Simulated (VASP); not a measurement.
The system is MnSb.

```
Mn Sb
1.0
     0.00000    2.79502    2.79502
     2.79502    0.00000    2.79502
     2.79502    2.79502    0.00000
Mn Sb
1 1
Direct
  0.00000 0.00000 0.00000
  0.50000 0.50000 0.50000
```

Base run:

- Program: VASP 6.6.1
- Functional: PBE
- Potentials or basis: VASP PAW PBE potentials, release 64 (Mn_pv, Sb)
- Cutoff: 520 eV
- k mesh: 12 × 12 × 12
- Occupations: fermi-dirac, width 0.08 eV
- Spin: no spin polarisation

Its results: pressure -13.6 GPa.

Task: The run is repeated on the same cell with these changes: spin from no spin polarisation to collinear spin, ferromagnetic start; further incar settings from ALGO = Normal; EDIFF = 1e-07; NBANDS = 16 to ALGO = Normal; EDIFF = 1e-06; NBANDS = 20. What comes out?

Result: Pressure -0.4 GPa; net moment 3.83 μB per cell; site moments Mn +3.75; Sb -0.10 μB.

Caveats: a cell with one magnetic atom can't hold antiferromagnetic order, which such compounds often take (some runs).
